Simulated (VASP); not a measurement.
# Li5NbO5 (P1) in VASP: single point with PBEsol

Aim: the single point of Li5NbO5 with PBEsol.

Everything below comes from runs of VASP 6.6.1. Logs are shortened: lines on timing, memory, paths and dates and some standing lists are left out, and cuts for length are marked.

## (1) The cell of the first run

The typed cell holds 11 atoms: a = 5.224 Å, b = 5.224 Å, c = 5.777 Å, α = 107.27°, β = 107.27°, γ = 45.12°.

## (2) Single point, PBEsol (atoms moved at random)

The input, INCAR:

```
SYSTEM = Li5NbO5
  ALGO = Normal
  EDIFF = 1E-7
  ENCUT = 520
  GGA = PS
  ISIF = 2
  ISMEAR = 0
  LASPH = .True.
  LCHARG = .False.
  LREAL = .False.
  LWAVE = .False.
  NBANDS = 40
  NELM = 100
  PREC = Accurate
  SIGMA = 0.05
```

The input, KPOINTS:

```
k-points
0
Gamma
  6 6 4
  0 0 0
```

The input, POSCAR:

```
Li5NbO5
1.0
    4.8242578661     -2.0039867772      0.0032473778
    4.8242578661      2.0039867772      0.0032473778
   -1.8604005238      0.0000000000      5.4689857532
Li Nb O
5 1 5
Direct
    0.6904077289      0.7196110842      0.3304199838
    0.6751715826      0.7150330436      0.8664312162
    0.0073941682     -0.0346309653      0.4754806748
    0.3362887179      0.2943185414      0.1502980717
    0.3114186972      0.2811345606      0.6698812027
    0.0403161118     -0.0202363594      0.0255385734
    0.8761591615      0.8245692852      0.1474758174
    0.7981627962      0.8678674097      0.6834381202
    0.4950405401      0.5154323810     -0.0013113397
    0.1379666357      0.1948927356      0.3108287006
    0.1316738600      0.1420082833      0.8415189789
```

Potentials or basis: VASP PAW PBE potentials, release 64 (Li_sv, Nb_sv, O).

Started as:

```
> cat potpaw_PBE.64/Li_sv/POTCAR potpaw_PBE.64/Nb_sv/POTCAR potpaw_PBE.64/O/POTCAR > POTCAR
> mpirun -np 1 vasp_std > vasp.out
```

OUTCAR:

```text
SYSTEM = Li5NbO5
   EDIFF = 1E-7
   ENCUT = 520
   GGA = PS
   ISIF = 2
   ISMEAR = 0
   LASPH = .True.
   LREAL = .False.
   NELM = 100
   PREC = Accurate

 ion  position               nearest neighbor table
   1  0.690  0.720  0.330-  10 1.98   7 2.02   8 2.02  10 2.09   9 2.24   4 2.53   3 2.57   6 2.80

   2  0.675  0.715  0.866-   7 1.83   8 1.95  11 2.02  11 2.13   9 2.20   4 2.49   5 2.54
   3  0.007  0.965  0.475-   7 1.93  11 2.15   8 2.20  10 2.24   1 2.57   6 2.68
   4  0.336  0.294  0.150-  10 1.95   7 2.01  11 2.05   7 2.05   9 2.27   2 2.49   1 2.53   6 2.80

   5  0.311  0.281  0.670-   8 1.83  10 2.06  11 2.08   8 2.23   9 2.29   2 2.54
   6  0.040  0.980  0.026-   9 1.85  10 1.86  11 1.87   7 1.89   9 2.17   8 2.17   3 2.68   4 2.80
                             1 2.80
   7  0.876  0.825  0.147-   2 1.83   6 1.89   3 1.93   4 2.01   1 2.02   4 2.05
   8  0.798  0.868  0.683-   5 1.83   2 1.95   1 2.02   6 2.17   3 2.20   5 2.23
   9  0.495  0.515  0.999-   6 1.85   6 2.17   2 2.20   1 2.24   4 2.27   5 2.29
  10  0.138  0.195  0.311-   6 1.86   4 1.95   1 1.98   5 2.06   1 2.09   3 2.24
  11  0.132  0.142  0.842-   6 1.87   2 2.02   4 2.05   5 2.08   2 2.13   3 2.15

  LATTYP: Found a base centered monoclinic cell.
 ALAT       =     9.6485179181
 B/A-ratio  =     0.4153978454
 C/A-ratio  =     0.5987193872
 COS(beta)  =    -0.3214120767

  Lattice vectors:

 A1 = (   4.8242578661,  -2.0039867772,   0.0032473778)
 A2 = (   4.8242578661,   2.0039867772,   0.0032473778)
 A3 = (  -1.8604005238,   0.0000000000,   5.4689857532)

Analysis of symmetry for initial positions (statically):
=====================================================================
 Subroutine PRICEL returns:
 Original cell was already a primitive cell.

 Routine SETGRP: Setting up the symmetry group for a
 base centered monoclinic supercell.

 Subroutine GETGRP returns: Found  1 space group operations
 (whereof  1 operations were pure point group operations)
 out of a pool of  4 trial point group operations.

The static configuration has the point symmetry C_1 .

Analysis of symmetry for dynamics (positions and initial velocities):
=====================================================================
 Subroutine PRICEL returns:
 Original cell was already a primitive cell.

 Routine SETGRP: Setting up the symmetry group for a
 base centered monoclinic supercell.

 Subroutine GETGRP returns: Found  1 space group operations
 (whereof  1 operations were pure point group operations)
 out of a pool of  4 trial point group operations.

The dynamic configuration has the point symmetry C_1 .

 Subroutine INISYM returns: Found  1 space group operations
 (whereof  1 operations are pure point group operations),
 and found     1 'primitive' translations

----------------------------------------------------------------------------------------

                                     Primitive cell

  volume of cell :     105.7698

  direct lattice vectors                    reciprocal lattice vectors
     4.824257866 -2.003986777  0.003247378     0.103619157 -0.249502644  0.035248425
     4.824257866  2.003986777  0.003247378     0.103619157  0.249502644  0.035248425
    -1.860400524  0.000000000  5.468985753    -0.000123054  0.000000000  0.182807401

  length of vectors
     5.223929317  5.223929317  5.776754736     0.272453575  0.272453575  0.182807442

  position of ions in fractional coordinates (direct lattice)
     0.690407729  0.719611084  0.330419984
     0.675171583  0.715033044  0.866431216
     0.007394168  0.965369035  0.475480675
     0.336288718  0.294318541  0.150298072
     0.311418697  0.281134561  0.669881203
     0.040316112  0.979763641  0.025538573
     0.876159161  0.824569285  0.147475817
     0.798162796  0.867867410  0.683438120
     0.495040540  0.515432381  0.998688660
     0.137966636  0.194892736  0.310828701
     0.131673860  0.142008283  0.841518979

  ion indices of the primitive-cell ions
   primitive index   ion index
                 1           1
                 2           2
                 3           3
                 4           4
                 5           5
                 6           6
                 7           7
                 8           8
                 9           9
                10          10
                11          11

----------------------------------------------------------------------------------------

 KPOINTS: k-points

Automatic generation of k-mesh.
 Grid dimensions read from file:
 generate k-points for:    6    6    4

 Generating k-lattice:

  Cartesian coordinates                     Fractional coordinates (reciprocal lattice)
     0.017269860 -0.041583774  0.005874738     0.166666667  0.000000000  0.000000000
     0.017269860  0.041583774  0.005874738     0.000000000  0.166666667  0.000000000
    -0.000030764  0.000000000  0.045701850     0.000000000  0.000000000  0.250000000

  Length of vectors
     0.045408929  0.045408929  0.045701861

  Shift w.r.t. Gamma in fractional coordinates (k-lattice)
     0.000000000  0.000000000  0.000000000

 Subroutine IBZKPT returns following result:
 ===========================================

 Found     76 irreducible k-points:

 Following reciprocal coordinates:
            Coordinates               Weight
  0.000000  0.000000  0.000000      1.000000
  0.166667  0.000000  0.000000      2.000000
 -0.000000 -0.166667  0.000000      2.000000
  0.333333  0.000000  0.000000      2.000000
 -0.000000 -0.333333 -0.000000      2.000000
  0.500000  0.000000  0.000000      1.000000
[... 16 lines left out ...]
 -0.000000 -0.166667 -0.250000      2.000000
  0.333333  0.000000  0.250000      2.000000
 [... further k-points ...]
   k-points           NKPTS =     76   k-points in BZ     NKDIM =     76   number of bands    NBANDS=     40
   number of dos      NEDOS =    301   number of ions     NIONS =     11
   total plane-waves  NPLWV =  76800
   dimension x,y,z NGX =    40 NGY =   40 NGZ =   48
   dimension x,y,z NGXF=    80 NGYF=   80 NGZF=   96
   ions per type =               5   1   5
   NGX,Y,Z   is equivalent  to a cutoff of  12.73, 12.73, 13.81 a.u.
   NGXF,Y,Z  is equivalent  to a cutoff of  25.46, 25.46, 27.63 a.u.
 SYSTEM =  Li5NbO5
   PREC   = accura    normal or accurate (medium, high low for compatibility)
   ISTART =      0    job   : 0-new  1-cont  2-samecut
   ICHARG =      2    charge: 1-file 2-atom 10-const
   ISPIN  =      1    spin polarized calculation?
   LNONCOLLINEAR =      F non collinear calculations
   LSORBIT =      F    spin-orbit coupling
   LASPH  =      T    aspherical Exc in radial PAW
   ENCUT  =  520.0 eV  38.22 Ry    6.18 a.u.   9.71  9.71 10.74*2*pi/ulx,y,z
   NELM   =    100;   NELMIN=  2; NELMDL= -5     # of ELM steps
   EDIFF  = 0.1E-06   stopping-criterion for ELM
   LREAL  =      F    real-space projection
   EDIFFG = 0.1E-05   stopping-criterion for IOM
   NSW    =      0    number of steps for IOM
   IBRION =     -1    ionic relax: 0-MD 1-quasi-New 2-CG
   NFREE  =      0    steps in history (QN), initial steepest desc. (CG)
   ISIF   =      2    stress and relaxation
   ISYM   =      2    0-nonsym 1-usesym 2-fastsym
   POTIM  = 0.5000    time-step for ionic-motion
   TEBEG  =    0.0;   TEEND  =   0.0 temperature during run
   PSTRESS=    0.0 pullay stress
   NELECT =      58.0000    total number of electrons
   NUPDOWN=      -1.0000    fix difference up-down
   EMIN   =  10.00;   EMAX   =-10.00  energy-range for DOS
   EFERMI =   0.00;   METHOD = LEGACY
   ISMEAR =     0;   SIGMA  =   0.05  broadening in eV -4-tet -1-fermi 0-gaus
   EFERMI_NEDOS =   21; number of points for ismear=-14 and -15
   IALGO  =     38    algorithm
   IMIX   =      4    mixing-type and parameters
     AMIX     =   0.40;   BMIX     =  1.00
     AMIX_MAG =   1.60;   BMIX_MAG =  1.00
  volume/ion in A,a.u.               =       9.62        64.89
  Fermi-wavevector in a.u.,A,eV,Ry     =   1.339976  2.532187 24.429740  1.795535
  Thomas-Fermi vector in A             =   2.468325
   LORBIT       =      0    0 simple, 1 ext, 2 COOP (PROOUT), +10 PAW based schemes
   GGA     = PS    functional components
   LHFCALC =     F    Hartree Fock is set to
   AEXX    =    0.0000 exact exchange contribution
   IVDW    =     0    specifies the selected vdW correction
   LEPSILON=     F    determine dielectric tensor
   LRPA    =     F    only Hartree local field effects (RPA)
 non-spin polarized calculation
 Gauss-broadening in eV      SIGMA  =   0.05
  energy-cutoff  :      520.00
  volume of cell :      105.77
 maximum number of plane-waves:      2874
   NGX = 19   NGY = 19   NGZ = 21

 number of electron      57.9999994 magnetization

 Free energy of the ion-electron system (eV)
  ---------------------------------------------------
  ext. energy  EPLUGINS =         0.00000000
  ---------------------------------------------------
  free energy    TOTEN  =       -71.24895662 eV

  energy without entropy =      -71.24895662  energy(sigma->0) =      -71.24895662

 E-fermi :   3.2767     XC(G=0): -10.1808

 val. band max:        2.9641827750   @ k =   0.0000   0.0000   0.0000
 cond. band min:       6.4908697825   @ k =   0.1667   0.1667   0.0000
 fundamental gap:      3.5266870075
 Fermi energy:         3.2767085107

 k-point     1 :       0.0000    0.0000    0.0000
  band No.  band energies     occupation
      1     -51.2979      2.00000
      2     -40.6023      2.00000
      3     -40.1817      2.00000
      4     -39.7415      2.00000
      5     -39.2157      2.00000
      6     -39.1138      2.00000
[... 32 lines left out ...]
     39      12.5654      0.00000
     40      13.8735      0.00000

 k-point     2 :       0.1667    0.0000    0.0000
  band No.  band energies     occupation
      1     -51.2973      2.00000
      2     -40.6021      2.00000
      3     -40.1813      2.00000
      4     -39.7414      2.00000
      5     -39.2149      2.00000
      6     -39.1145      2.00000
[... 32 lines left out ...]
     39      13.1008      0.00000
     40      13.7388      0.00000

 k-point     3 :      -0.0000   -0.1667    0.0000
  band No.  band energies     occupation
      1     -51.2973      2.00000
      2     -40.6021      2.00000
      3     -40.1813      2.00000
      4     -39.7414      2.00000
      5     -39.2148      2.00000
      6     -39.1145      2.00000
[... 32 lines left out ...]
     39      13.0122      0.00000
     40      13.7725      0.00000

 k-point     4 :       0.3333    0.0000    0.0000
  band No.  band energies     occupation
      1     -51.2959      2.00000
      2     -40.6019      2.00000
      3     -40.1803      2.00000
      4     -39.7414      2.00000
      5     -39.2132      2.00000
      6     -39.1159      2.00000
[... 32 lines left out ...]
     39      13.1805      0.00000
     40      13.5897      0.00000
[... 772 lines left out ...]
     39      13.4157      0.00000
     40      13.7728      0.00000

 k-point    23 :      -0.0000   -0.1667   -0.2500
  band No.  band energies     occupation
      1     -51.2973      2.00000
      2     -40.6022      2.00000
      3     -40.1812      2.00000
      4     -39.7414      2.00000
      5     -39.2150      2.00000
      6     -39.1144      2.00000
[... 32 lines left out ...]
     39      13.2916      0.00000
     40      13.7905      0.00000

 k-point    24 :       0.3333    0.0000    0.2500
  band No.  band energies     occupation
      1     -51.2959      2.00000
      2     -40.6020      2.00000
      3     -40.1803      2.00000
      4     -39.7413      2.00000
      5     -39.2133      2.00000
      6     -39.1159      2.00000
[... 32 lines left out ...]
     39      12.8661      0.00000
     40      13.6929      0.00000

 [... further k-points ...]
[... 5 lines left out ...]
  --------------------------------------------------------------------------------------
  -------------------------------------------------------------------------------------
  Total        5.4166378      4.9740267      4.6651085      0.0314097      0.6283016     -3.0271565
  in kB       82.0500392     75.3454628     70.6660386      0.4757878      9.5173741    -45.8547016
  external PRESSURE =      76.0205135 kB  Pullay stress =       0.0000000 kB

 VOLUME and BASIS-vectors are now :
 -----------------------------------------------------------------------------
  energy-cutoff  :      520.00
  volume of cell :      105.77
      direct lattice vectors                 reciprocal lattice vectors
     4.824257866 -2.003986777  0.003247378     0.103619157 -0.249502644  0.035248425
     4.824257866  2.003986777  0.003247378     0.103619157  0.249502644  0.035248425
    -1.860400524  0.000000000  5.468985753    -0.000123054  0.000000000  0.182807401

 POSITION                                       TOTAL-FORCE (eV/Angst)
 -----------------------------------------------------------------------------------
      6.18758      0.05852      1.81164         0.281332     -0.314709      0.537141
      5.09480      0.07988      4.74301        -0.211451     -0.417012     -0.631277
      3.80828      1.91977      2.60356        -0.237953      0.292293      1.295637
      2.76260     -0.08411      0.82403        -0.036029      0.369947     -0.523522
      1.61238     -0.06069      3.66549        -0.271176      0.659573      0.014442
      4.87362      1.88264      0.14298        -0.383574      1.272287     -3.788587
      7.93039     -0.10339      0.81207        -1.666134      0.732638      2.317955
      6.76589      0.13969      3.74312         0.802524     -0.692748     -0.235412
      3.01682      0.04086      5.46510        -0.290163     -1.530437      0.810531
      1.02753      0.11408      1.70100        -0.053784     -0.373262      1.951475
     -0.24525      0.02071      4.60314         2.066409      0.001430     -1.748383
 -----------------------------------------------------------------------------------
    total drift:                               -0.000487      0.000490     -0.000035

  FREE ENERGIE OF THE ION-ELECTRON SYSTEM (eV)
  ---------------------------------------------------
  free  energy   TOTEN  =       -71.2489566170 eV

  energy  without entropy=      -71.2489566170  energy(sigma->0) =      -71.24895662
```

Run time: 8 min. Hardware: 1 thread of Intel Xeon Platinum 8259CL at 2.50GHz (Skylake/Cascade Lake), shared host; peak memory 0.43 GiB.

What came out:

| Property | Result |
| --- | --- |
| Free energy | -71.2490 eV |
| Largest force | 4.015 eV/Å |
| Band gap on the k mesh | 3.53 eV |

Forces in eV/Å, atoms in the order of the input:
```
Li   0.281 -0.315  0.537
Li  -0.211 -0.417 -0.631
Li  -0.238  0.292  1.296
Li  -0.036  0.370 -0.524
Li  -0.271  0.660  0.014
Nb  -0.384  1.272 -3.789
O   -1.666  0.733  2.318
O    0.803 -0.693 -0.235
O   -0.290 -1.530  0.811
O   -0.054 -0.373  1.951
O    2.066  0.001 -1.748
```

Caveat: the cell differs from its parent crystal (atoms moved at random); the cutoff is under 1.25 times the usual one of these potentials, so pressure, stress and relaxed cells hold a basis-set (Pulay) error; the PAW data sets were made with another functional, which shifts forces and pressure a little. A k mesh can miss the band edges.
